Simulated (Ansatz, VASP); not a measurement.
**Al: VASP beside Ansatz**

POSCAR

```
Al
1.0
    0.0000000000      2.0485779551      2.0485779551
    2.0485779551      0.0000000000      2.0485779551
    2.0485779551      2.0485779551      0.0000000000
Al
1
Direct
    0.0000000000      0.0000000000      0.0000000000
```

Contents of INCAR.step1:

```
SYSTEM = Al
PREC = Accurate
ENCUT = 520
ISMEAR = -1
SIGMA = 0.1
LREAL = .FALSE.
LASPH = .TRUE.
NELM = 80
NBANDS = 8
GGA = PE
ALGO = Normal
EDIFF = 1E-4
LWAVE = .TRUE.
LCHARG = .FALSE.
```

INCAR.step2

```
SYSTEM = Al
PREC = Accurate
ENCUT = 520
EDIFF = 1E-7
ISMEAR = -1
SIGMA = 0.1
LREAL = .FALSE.
LASPH = .TRUE.
NELM = 80
ALGO = Normal
ISIF = 2
LWAVE = .FALSE.
LCHARG = .FALSE.
METAGGA = R2SCAN
LMIXTAU = .TRUE.
NBANDS = 8
ISTART = 1
```

The input KPOINTS:

```
regular mesh
0
G
  22 22 22
  0 0 0
```

Input for Ansatz:

```yaml
crystal:
  lattice:
    - [0.0, 2.0485779551, 2.0485779551]
    - [2.0485779551, 0.0, 2.0485779551]
    - [2.0485779551, 2.0485779551, 0.0]
  atoms:
    - { symbol: Al, position: [0.0, 0.0, 0.0] }
hamiltonian:
  xc: r2scan
  pseudopotentials:
    kind: paw
    azcp:
      Al: "pseudopotentials/Al.paw.azcp"
basis:
  ecutwfc: 500
  fft_grid_basis: typed
kpoints:
  mp_grid: { grid: [22, 22, 22], shift: [0, 0, 0] }
magnetization:
  spin_polarized: false
scf:
  occupations: { method: fermi_dirac, width: 0.1 }
output:
  stress: true
```

Alike in both runs: task single point; functional r2SCAN; k mesh 22 × 22 × 22; occupations fermi-dirac, width 0.1 eV; no spin polarisation.

|  | VASP | Ansatz |
| --- | --- | --- |
| version | VASP 6.6.1 | Ansatz 0.2.0 |
| potentials or method | VASP PAW PBE potentials, release 64 (Al), cutoff 520 eV | plane waves (500 eV) with PAW, scalar-relativistic |
| valence electrons in the cell | 3 | 3 |

Ansatz gave:

```
pressure (GPa) : -5.9
```

**Question.** Which values does VASP return?

**Answer.** Pressure (GPa): -6.2.

VASP's potentials were made for PBE, not for r2SCAN.
